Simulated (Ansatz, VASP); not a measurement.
## LiCl in VASP and in Ansatz

```
CELL_PARAMETERS angstrom
2.01335 0.00000 0.00000
0.00000 4.92654 0.00000
0.00000 0.00000 7.52277
ATOMIC_POSITIONS crystal
Li 0.00000 0.50000 0.76933
Li 0.00000 0.50000 0.23067
Cl 0.00000 0.00000 0.50000
Cl 0.00000 0.50000 0.50000
```

Alike in both runs: task relaxation of cell and atoms; functional PBE; k mesh 8 × 4 × 2; occupations gaussian, width 0.1 eV; no spin polarisation.

|  | VASP | Ansatz |
| --- | --- | --- |
| version | VASP 6.6.1 | Ansatz 0.2.0 |
| potentials or method | VASP PAW PBE potentials, release 64 (Li_sv, Cl), cutoff 600 eV | scalar-relativistic, plane waves, PAW |
| valence electrons in the cell | 20 | 20 |

VASP gave:

- gap on the k mesh at the Fermi level, each at its own relaxed structure (eV): none
- relaxed volume (Å³/atom): 35.54
- relaxed cell length with the largest relative difference (Å): 2.858

Question: Which values does Ansatz return?

Answer: gap on the k mesh at the Fermi level, each at its own relaxed structure (eV): none; relaxed volume (Å³/atom): 52.10; relaxed cell length with the largest relative difference (Å): 3.679.

A gap of «none» marks a metal or a gap that the smearing closes. One of these differences is far larger than is usual between the two programs; its cause wasn't traced.

The k mesh is coarse, so the values compare programs but aren't converged. Noted on VASP's run: the cutoff is short for stress, so the pressure is rough; the volume moved by over 15 % at a fixed basis, so the end points are rough.
